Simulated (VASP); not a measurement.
Hf:

```
Hf
1.0
     3.18015    0.00000    0.00000
    -1.59007    2.75409    0.00000
     0.00000    0.00000    5.15184
Hf
2
Direct
  0.33333 0.66667 0.25000
  0.66667 0.33333 0.75000
```

* Program: VASP 6.6.1
* Task: relaxation of cell and atoms
* Functional: PBE
* Potentials or basis: VASP PAW PBE potentials, release 64 (Hf_pv)
* Cutoff: 600 eV
* k mesh: 14 × 14 × 8
* Occupations: fermi-dirac, width 0.05 eV
* Spin: no spin polarisation

At the start: pressure -0.6 GPa; volume 22.56 Å³/atom.

**Question.** How do energy, volume and symmetry change on relaxing?

**Answer.** Over 5 steps the energy falls by 4.1 meV/atom and the volume is 22.44 Å³/atom (-0.6 %); space group P6_3/mmc (No. 194, to 0.1 Å) before and after.

The path:
```csv
step,energy change (eV),largest force (eV/Å),pressure (GPa),volume (Å³)
1,0.0000,0.0000,-0.61,45.12
2,-0.0071,0.0000,0.79,44.55
3,-0.0072,0.0000,0.71,44.58
4,-0.0076,0.0000,-0.51,45.09
5,-0.0081,0.0000,0.01,44.87
```

Final structure:
```cif
data_structure
_symmetry_space_group_name_H-M 'P 1'
_symmetry_Int_Tables_number 1
_cell_length_a 3.2015
_cell_length_b 3.2015
_cell_length_c 5.0555
_cell_angle_alpha 90.000
_cell_angle_beta 90.000
_cell_angle_gamma 120.000
_cell_volume 44.87
loop_
_atom_site_label
_atom_site_type_symbol
_atom_site_fract_x
_atom_site_fract_y
_atom_site_fract_z
_atom_site_occupancy
Hf1 Hf 0.33333 0.66667 0.25000 1
Hf2 Hf 0.66667 0.33333 0.75000 1
```
